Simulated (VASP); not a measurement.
# Si5C (P-6m2) in VASP: a series of runs, part 2 of 2

VASP 6.6.1.

### Step 3. Single point, PBE, collinear spin

This run uses another cell than the first one, of 14.80 Å³/atom.

The input, INCAR:

```
ALGO     = Normal         # electronic algorithm
EDIFF    = 1E-6           # SCF threshold, eV
ENCUT    = 520            # plane-wave cutoff, eV
GGA      = PE             # functional
ISIF     = 2              # what is computed and relaxed
ISMEAR   = 0              # smearing method
ISPIN    = 2              # spin polarisation
LASPH    = True           # aspherical terms in the spheres
LCHARG   = True           # write CHGCAR
LELF     = True           # ELF
LORBIT   = 11             # projections on sites
LREAL    = False          # projectors in reciprocal space
LVHAR    = True         
LWAVE    = False          # write WAVECAR
MAGMOM   = 0 0 0 0 0 1    # initial moments
NBANDS   = 25             # bands
NELM     = 150            # most SCF steps
PREC     = Accurate       # precision mode
SIGMA    = 0.1            # smearing width, eV
```

The input, KPOINTS:

```
k-points
0
Gamma
  6 6 2
```

The input, POSCAR:

```
Si5C
1.0
    2.7608573500      0.0000000000      0.0000000000
   -1.3804286700      2.3909726000      0.0000000000
    0.0000000000      0.0000000000     13.4513663100
Si C
5 1
Direct
    0.3333333300      0.6666666700      0.6666666700
    0.3333333300      0.6666666700      0.0000000000
    0.3333333300      0.6666666700      0.3333333300
    0.6666666700      0.3333333300      0.8333333300
    0.6666666700      0.3333333300      0.1666666700
    0.6666666700      0.3333333300      0.5000000000
```

Potentials or basis: VASP PAW PBE potentials, release 64 (Si, C).

Launch:

```
$ cat potpaw_PBE.64/Si/POTCAR potpaw_PBE.64/C/POTCAR > POTCAR
$ mpirun -np 1 vasp_std > vasp.out
```

OUTCAR:

```text
EDIFF = 1E-6
   ENCUT = 520
   GGA = PE
   ISIF = 2
   ISMEAR = 0
   ISPIN = 2
   LASPH = True
   LORBIT = 11
   LREAL = False
   NELM = 150
   PREC = Accurate

 ion  position               nearest neighbor table
   1  0.333  0.667  0.667-   4 2.75   4 2.75   4 2.75
   2  0.333  0.667  0.000-   4 2.75   5 2.75   4 2.75   5 2.75   4 2.75   5 2.75
   3  0.333  0.667  0.333-   5 2.75   5 2.75   5 2.75
   4  0.667  0.333  0.833-   1 2.75   1 2.75   1 2.75   2 2.75   2 2.75   2 2.75
   5  0.667  0.333  0.167-   3 2.75   3 2.75   3 2.75   2 2.75   2 2.75   2 2.75
   6  0.667  0.333  0.500-

  LATTYP: Found a hexagonal cell.
 ALAT       =     2.7608573500
 C/A-ratio  =     4.8721699837

  Lattice vectors:

 A1 = (   2.7608573500,   0.0000000000,   0.0000000000)
 A2 = (  -1.3804286700,   2.3909726000,   0.0000000000)
 A3 = (   0.0000000000,   0.0000000000,  13.4513663100)

Analysis of symmetry for initial positions (statically):
=====================================================================
 Subroutine PRICEL returns:
 Original cell was already a primitive cell.

 Routine SETGRP: Setting up the symmetry group for a
 hexagonal supercell.

 Subroutine GETGRP returns: Found 12 space group operations
 (whereof 12 operations were pure point group operations)
 out of a pool of 24 trial point group operations.

The static configuration has the point symmetry D_3h.

Analysis of symmetry for dynamics (positions and initial velocities):
=====================================================================
 Subroutine PRICEL returns:
 Original cell was already a primitive cell.

 Routine SETGRP: Setting up the symmetry group for a
 hexagonal supercell.

 Subroutine GETGRP returns: Found 12 space group operations
 (whereof 12 operations were pure point group operations)
 out of a pool of 24 trial point group operations.

The dynamic configuration has the point symmetry D_3h.
[... 163 lines left out ...]
 fundamental gap:      0.0408205039
 Fermi energy:         8.3097424855

 spin component 1

 k-point     1 :       0.0000    0.0000    0.0000
  band No.  band energies     occupation
      1      -5.6925      1.00000
      2      -4.9310      1.00000
      3      -4.3823      1.00000
      4      -2.5081      1.00000
      5      -2.2257      1.00000
      6       0.8019      1.00000
[... 367 lines left out ...]
     23      13.2571      0.00000
     24      14.3971      0.00000
 Fermi energy:         8.3097424855

 spin component 2

 k-point     1 :       0.0000    0.0000    0.0000
  band No.  band energies     occupation
      1      -5.6910      1.00000
      2      -4.9300      1.00000
      3      -4.3815      1.00000
      4      -2.5073      1.00000
      5      -2.2247      1.00000
      6       0.8028      1.00000
[... 367 lines left out ...]
     23      13.2583      0.00000
     24      14.3983      0.00000
 [bands above 24 left out]

------------------------ aborting loop because EDIFF is reached ----------------------------------------

  FORCE on cell =-STRESS in cart. coord.  units (eV):
  Direction    XX          YY          ZZ          XY          YZ          ZX
  --------------------------------------------------------------------------------------
  -------------------------------------------------------------------------------------
  Total       -3.1051149     -3.1051149     -8.4433113     -0.0000000     -0.0000000      0.0000000
  in kB      -56.0277635    -56.0277634   -152.3485820     -0.0000001     -0.0000000      0.0000000
  external PRESSURE =     -88.1347029 kB  Pullay stress =       0.0000000 kB

 VOLUME and BASIS-vectors are now :
 -----------------------------------------------------------------------------
  energy-cutoff  :      520.00
  volume of cell :       88.79
      direct lattice vectors                 reciprocal lattice vectors
     2.760857350  0.000000000  0.000000000     0.362206327  0.209119920  0.000000000
    -1.380428670  2.390972600  0.000000000     0.000000000  0.418239841  0.000000000
     0.000000000  0.000000000 13.451366310     0.000000000  0.000000000  0.074341890

 POSITION                                       TOTAL-FORCE (eV/Angst)
 -----------------------------------------------------------------------------------
     -0.00000      1.59398      8.96758         0.000000      0.000000     -1.414102
     -0.00000      1.59398      0.00000         0.000000      0.000000      0.000000
     -0.00000      1.59398      4.48379         0.000000      0.000000      1.414102
      1.38043      0.79699     11.20947         0.000000      0.000000      0.130101
      1.38043      0.79699      2.24189         0.000000     -0.000000     -0.130101
      1.38043      0.79699      6.72568        -0.000000      0.000000      0.000000
 -----------------------------------------------------------------------------------
    total drift:                               -0.000003      0.000002      0.000000

  FREE ENERGIE OF THE ION-ELECTRON SYSTEM (eV)
  ---------------------------------------------------
  free  energy   TOTEN  =       -28.5173023853 eV

  energy  without entropy=      -28.4954291121  energy(sigma->0) =      -28.50636575

 total charge

# of ion       s       p       d       tot
------------------------------------------
    1        0.849   0.640   0.000   1.489
    2        0.837   0.698   0.000   1.535
    3        0.849   0.640   0.000   1.489
    4        0.827   0.707   0.000   1.534
    5        0.827   0.707   0.000   1.534
    6        1.040   0.962   0.000   2.002
--------------------------------------------------
tot          5.229   4.353   0.000   9.582

 magnetization (x)

# of ion       s       p       d       tot
------------------------------------------
    1        0.000   0.000   0.000   0.000
    2        0.000   0.000   0.000   0.000
    3        0.000   0.000   0.000   0.000
    4        0.000   0.000   0.000   0.000
    5        0.000   0.000   0.000   0.000
    6       -0.000   0.000   0.000  -0.000
--------------------------------------------------
tot          0.000   0.001   0.000   0.001
```

OSZICAR:

```text
N       E                     dE             d eps       ncg     rms          rms(c)
DAV:   1     0.354548015063E+02    0.35455E+02   -0.94384E+03  1400   0.802E+02
DAV:   2    -0.256791124726E+02   -0.61134E+02   -0.57230E+02  1798   0.127E+02
DAV:   3    -0.285069659219E+02   -0.28279E+01   -0.27758E+01  1823   0.226E+01
DAV:   4    -0.285335062703E+02   -0.26540E-01   -0.26511E-01  1759   0.267E+00
DAV:   5    -0.285337651453E+02   -0.25888E-03   -0.25885E-03  1847   0.257E-01    0.583E+00
DAV:   6    -0.285246750963E+02    0.90900E-02   -0.65416E-01  1756   0.311E+00    0.353E+00
DAV:   7    -0.286572559937E+02   -0.13258E+00   -0.16326E+00  1788   0.450E+00    0.300E+00
DAV:   8    -0.284934526619E+02    0.16380E+00   -0.92596E-01  1923   0.296E+00    0.931E-01
DAV:   9    -0.284980605146E+02   -0.46079E-02   -0.96926E-02  1812   0.123E+00    0.595E-01
DAV:  10    -0.285045128077E+02   -0.64523E-02   -0.10283E-02  1659   0.466E-01    0.475E-01
DAV:  11    -0.285138040813E+02   -0.92913E-02   -0.52882E-03  1822   0.290E-01    0.264E-01
DAV:  12    -0.285168337297E+02   -0.30296E-02   -0.29412E-03  1924   0.203E-01    0.144E-01
DAV:  13    -0.285169969616E+02   -0.16323E-03   -0.37231E-04  1704   0.879E-02    0.975E-02
DAV:  14    -0.285172466040E+02   -0.24964E-03   -0.54602E-04  1845   0.943E-02    0.680E-02
DAV:  15    -0.285172993150E+02   -0.52711E-04   -0.23791E-04  1872   0.627E-02    0.297E-02
DAV:  16    -0.285173019183E+02   -0.26033E-05   -0.33960E-05  1673   0.257E-02    0.150E-02
DAV:  17    -0.285173023853E+02   -0.46697E-06   -0.53607E-06  1628   0.988E-03
   1 F= -.28517302E+02 E0= -.28506366E+02  d E =-.218733E-01  mag=     0.0045
```

Run time: 51 s. Hardware: 1 thread of Intel Xeon 6975P-C (Granite Rapids), shared host; peak memory 0.27 GiB.

Results:

| Property | Result |
| --- | --- |
| Free energy | -28.5173 eV |
| Pressure | -8.8 GPa |
| Largest force | 1.414 eV/Å |
| Band gap on the k mesh | zero (filled and empty bands overlap) |
| Net moment | 0.01 μB per cell |
| Valence electrons inside the program's atomic spheres | Si 1.49, 1.53 (each value once); C 2.00 |

Forces on the atoms (eV/Å):
```
Si   0.000  0.000 -1.414
Si   0.000  0.000  0.000
Si   0.000  0.000  1.414
Si   0.000  0.000  0.130
Si   0.000  0.000 -0.130
C    0.000  0.000  0.000
```

Stress tensor (GPa, compression positive):
```
 -5.60   0.00   0.00
  0.00  -5.60   0.00
  0.00   0.00 -15.23
```

Caveat: the k points lie up to 0.44 Å⁻¹ apart, too coarse for converged energies and pressures of a metal; forces of over 1 eV/Å act on the atoms, so gaps and moduli don't describe the material at rest.

### Step 4. Single point, PBE

This run uses another cell than the first one, of 12.87 Å³/atom.

The input, INCAR:

```
ALGO = Normal
EDIFF = 1E-6
ENCUT = 520
GGA = PE
ISIF = 2
ISMEAR = 0
LASPH = True
LCHARG = False
LREAL = False
LWAVE = False
NBANDS = 21
NELM = 100
PREC = Accurate
SIGMA = 0.1
```

The input, KPOINTS:

```
k-points
0
Gamma
  18 18 4
```

The input, POSCAR:

```
Si5C
1.0
    2.8894662475      0.0000000000      0.0000000000
   -1.4447331237      2.5023511737      0.0000000000
    0.0000000000      0.0000000000     10.6808614818
Si C
5 1
Direct
    0.3333333333      0.6666666667      0.6138726873
    0.3333333333      0.6666666667      0.0000000000
    0.3333333333      0.6666666667      0.3861273127
    0.6666666667      0.3333333333      0.8109780233
    0.6666666667      0.3333333333      0.1890219767
    0.6666666667      0.3333333333      0.5000000000
```

Launch:

```
$ cat potpaw_PBE.64/Si/POTCAR potpaw_PBE.64/C/POTCAR > POTCAR
$ mpirun -np 1 vasp_std > vasp.out
```

It took 89 s on 1 thread of Intel Xeon 6975P-C (Granite Rapids), shared host; peak memory 0.28 GiB.

It converged, with:

| Property | Result |
| --- | --- |
| Free energy | -32.5014 eV |
| Pressure | 0.0 GPa |
| Largest force | 0.016 eV/Å |
| Band gap on the k mesh | zero (bands 12 and 13 overlap by 8.50 eV) |

Forces in eV/Å, atoms in the order of the input:
```
Si   0.000  0.000 -0.016
Si   0.000  0.000  0.000
Si   0.000  0.000  0.016
Si   0.000  0.000  0.003
Si   0.000  0.000 -0.003
C    0.000  0.000  0.000
```

Stress tensor (GPa, compression positive):
```
 0.05  0.00  0.00
 0.00  0.05  0.00
 0.00  0.00 -0.12
```

Levels at points of the mesh, in eV from the Fermi level:
```tsv
k point	band 9	band 10	band 11	band 12	band 13	band 14	band 15	band 16
(0.00, 0.00, 0.00)	-0.96	2.85	4.42	5.09	5.96	5.96	6.58	6.58
(0.50, 0.00, 0.00)	-3.84	-3.69	-3.25	-0.61	1.29	1.60	1.91	2.35
(0.00, 0.00, 0.50)	-0.94	0.15	5.00	5.91	5.91	6.41	6.41	6.45
(0.50, 0.00, 0.50)	-3.25	-2.94	-2.67	-1.27	-0.86	1.77	2.23	3.18
```

### Step 5. Relaxation of cell and atoms, PBE

The input, INCAR:

```
SYSTEM = Si5C
  PREC = Accurate
  ENCUT = 600
  EDIFF = 1E-6
  ISMEAR = 0
  SIGMA = 0.1
  LREAL = .False.
  LASPH = .True.
  NELM = 100
  ALGO = Normal
  ISIF = 3
  LWAVE = .False.
  LCHARG = .False.
  GGA = PE
  IBRION = 2
  NSW = 100
  EDIFFG = -0.01
```

The input, KPOINTS:

```
Automatic mesh
0
Gamma
  18 18 4
  0 0 0
```

The input, POSCAR:

```
Si5C
1.0
    2.7720107816      0.0000000000      0.0000000000
   -1.3860053908      2.4006317564      0.0000000000
    0.0000000000      0.0000000000     12.0458185363
Si C
5 1
Direct
    0.3333333333      0.6666666667      0.6005728035
    0.3333333333      0.6666666667      0.0000000000
    0.3333333333      0.6666666667      0.3994271965
    0.6666666667      0.3333333333      0.8086784392
    0.6666666667      0.3333333333      0.1913215608
    0.6666666667      0.3333333333      0.5000000000
```

Launch:

```
$ cat potpaw_PBE.64/Si/POTCAR potpaw_PBE.64/C/POTCAR > POTCAR
$ mpirun -np 1 vasp_std > vasp.out
```

Run time: 22 min. Hardware: 1 thread of Intel Xeon 6975P-C (Granite Rapids), shared host; peak memory 0.32 GiB.

The run converged. Its results:

- Free energy: -32.5033 eV
- Relaxed volume: 12.87 Å³/atom
- Relaxed cell: a = 2.890 Å, b = 2.890 Å, c = 10.676 Å, α = 90.00°, β = 90.00°, γ = 120.00°
- Space group after relaxing (to 0.1 Å): P-6m2 (No. 187)
- Energy gained by relaxing: 35.6 meV/atom
- Ionic steps: 27
- Pressure after relaxing: 0.0 GPa
- Largest force after relaxing: 0.005 eV/Å

Forces on the atoms (eV/Å):
```
Si   0.000  0.000 -0.005
Si   0.000  0.000  0.000
Si   0.000  0.000  0.005
Si   0.000  0.000 -0.001
Si   0.000  0.000  0.001
C    0.000  0.000  0.000
```

Step by step:
```tsv
step	energy change (eV)	largest force (eV/Å)	pressure (GPa)	volume (Å³)
1	0.0000	0.0622	0.05	80.16
2	-0.0251	0.7404	0.04	80.19
3	-0.0255	0.6563	0.04	80.19
4	-0.0565	0.2944	-1.22	80.25
5	-0.1156	0.7212	-4.00	80.33
6	-0.1222	0.7425	-3.97	80.23
7	-0.1361	0.8219	-3.76	79.90
8	-0.1483	0.9557	-3.31	79.21
9	-0.1640	0.7797	-2.83	78.94
10	-0.1932	0.2165	-1.29	78.13
11	-0.1639	1.0804	2.20	76.52
12	-0.1973	0.1659	-0.48	77.73
13	-0.1973	0.1656	-0.42	77.69
14	-0.1981	0.1605	-0.33	77.62
15	-0.1999	0.1454	-0.07	77.39
16	-0.2016	0.1147	0.47	76.94
17	-0.2029	0.1039	0.41	76.98
18	-0.2065	0.0749	0.23	77.11
19	-0.2116	0.0805	-0.13	77.37
20	-0.2051	0.1751	-0.61	77.87
21	-0.2125	0.1026	-0.28	77.49
22	-0.2134	0.0480	-0.07	77.28
23	-0.2134	0.0457	-0.10	77.31
24	-0.2137	0.0260	0.01	77.23
25	-0.2138	0.0252	0.11	77.16
26	-0.2137	0.0535	-0.10	77.26
27	-0.2139	0.0048	0.02	77.20
```

Final structure:
```
CELL_PARAMETERS angstrom
2.88953 0.00000 0.00000
-1.44476 2.50241 0.00000
0.00000 0.00000 10.67611
ATOMIC_POSITIONS crystal
Si 0.33333 0.66667 0.61388
Si 0.33333 0.66667 0.00000
Si 0.33333 0.66667 0.38612
Si 0.66667 0.33333 0.81106
Si 0.66667 0.33333 0.18894
C 0.66667 0.33333 0.50000
```

Levels at points of the mesh, in eV from the Fermi level:
```tsv
k point	band 8	band 9	band 10	band 11	band 12	band 13	band 14	band 15	band 16
(0.00, 0.00, 0.00)	-0.96	-0.96	2.85	4.43	5.08	5.95	5.95	6.58	6.58
(0.50, 0.00, 0.00)	-4.98	-3.84	-3.69	-3.26	-0.61	1.29	1.61	1.90	2.36
(0.00, 0.00, 0.50)	-0.96	-0.93	0.16	4.99	5.90	5.90	6.41	6.41	6.46
(0.50, 0.00, 0.50)	-5.60	-3.26	-2.94	-2.67	-1.28	-0.86	1.76	2.22	3.19
```

Caveat: the highest band is partly filled, so the run has too few bands.

### Step 6. Summary

| task | spin | cell | k mesh | cutoff (eV) | gap on the mesh (eV) | pressure (GPa) | moment (μB) | largest force (eV/Å) |
| --- | --- | --- | --- | --- | --- | --- | --- | --- |
| single point | collinear | a = 2.772, b = 2.772, c = 12.046 Å, angles 90.0, 90.0, 120.0°, 6 atoms, atomic positions A | 6 × 6 × 2 | 520 | none | -0.1 | 0.00 | 0.05 |
| single point | collinear | a = 2.761, b = 2.761, c = 13.451 Å, angles 90.0, 90.0, 120.0°, 6 atoms, atomic positions B | 6 × 6 × 2 | 520 | none | -8.8 | 0.01 | 1.41 |
| single point | off | a = 2.889, b = 2.889, c = 10.681 Å, angles 90.0, 90.0, 120.0°, 6 atoms, atomic positions C | 18 × 18 × 4 | 520 | none | 0.0 | - | 0.02 |
| relaxation of cell and atoms | off | relaxed from a = 2.772, b = 2.772, c = 12.046 Å, angles 90.0, 90.0, 120.0°, 6 atoms, atomic positions A | 18 × 18 × 4 | 600 | - | 0.0 | - | - |

Alike in all rows: level PBE; potentials or basis VASP PAW PBE potentials, release 64 (Si, C); smearing gaussian 0.1 eV.

Caveats: some runs use coarse meshes; forces of over 1 eV/Å act on the atoms, so gaps and moduli don't describe the material at rest (at least some runs); the highest band is partly filled, so the run has too few bands (at least some runs).

Absolute energies hang on the potentials; compare differences alone.
